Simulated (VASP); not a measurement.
Pt, 1 atom in the cell. It takes space group Im-3m (No. 229, cubic). Conventional cell: a = 3.251 Å, b = 3.251 Å, c = 3.251 Å, α = 90.00°, β = 90.00°, γ = 90.00°. Within 3.7 Å of Pt (site symmetry m-3m) lie 14 Pt at 2.82 to 3.25 Å. 

* Program: VASP 6.6.1
* Task: single point
* Functional: PBEsol
* Potentials or basis: VASP PAW PBE potentials, release 64 (Pt)
* Cutoff: 520 eV
* k mesh: 13 × 13 × 13
* Occupations: methfessel-paxton, width 0.01 eV
* Spin: no spin polarisation
* Dipole correction: no
* Further INCAR settings: ALGO = Normal; EDIFF = 1e-06; NBANDS = 11

Potentials or basis: VASP PAW PBE potentials, release 64 (Pt).

Run with:

```sh
$ cat potpaw_PBE.64/Pt/POTCAR > POTCAR
$ mpirun -np 1 vasp_std > vasp.out
```

Hardware: 1 thread of Intel(R) Xeon(R) Platinum 8375C CPU @ 2.90GHz (Ice Lake), with other jobs on the host.

**Question.** Estimate the wall time of this run.

**Answer.** It took 16 s on 1 thread of Intel(R) Xeon(R) Platinum 8375C CPU @ 2.90GHz (Ice Lake), on a shared host, peak memory 0.15 GiB. Counts: scf iterations 11, k points 84.
